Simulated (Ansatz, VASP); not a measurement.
**Two plane-wave programs on MgCd2O3**

```
Mg Cd O
1.0
     5.31897   -3.07160    0.00000
     5.31897    3.07160    0.00000
     0.00000    0.00000    5.55139
Mg Cd O
2 4 6
Direct
  0.16138 0.83862 0.99613
  0.83862 0.16138 0.49613
  0.16509 0.51007 0.50398
  0.48993 0.83491 0.50398
  0.83491 0.48993 0.00398
  0.51007 0.16509 0.00398
  0.16771 0.52514 0.09855
  0.47486 0.83229 0.09855
  0.13561 0.86439 0.63881
  0.52514 0.16771 0.59855
  0.83229 0.47486 0.59855
  0.86439 0.13561 0.13881
```

Alike in both runs: functional PBE; k mesh 2 × 2 × 2; occupations gaussian, width 0.15 eV; no spin polarisation.

Ansatz relaxed the structure, and its values are those at the end. VASP's run is a single point on that final structure, the one shown.

|  | VASP | Ansatz |
| --- | --- | --- |
| version | VASP 6.6.1 | Ansatz 0.2.0 |
| potentials or method | VASP PAW PBE potentials, release 64 (Mg, Cd, O), cutoff 520 eV | scalar-relativistic, plane waves, PAW |
| valence electrons in the cell | 88 | 136 |

|  | VASP | Ansatz | Ansatz less VASP |
| --- | --- | --- | --- |
| gap on the k mesh at the Fermi level (eV) | 0.84 | 0.84 | +0.003 |
| least direct gap on the mesh (eV) | 0.84 | 0.84 | +0.003 |
| pressure (GPa) | 0.6 | -0.1 | -0.69 |
| rms of the force components (eV/Å) | 0.040 | 0.009 | -0.0314 |

With one functional, cell and mesh, what is left measures potentials, basis and numerics. VASP's potentials hold 88 valence electrons a cell and Ansatz's 136, so a difference there can come from the potentials and not from the codes.

The k mesh is coarse, so the values compare programs but aren't converged.
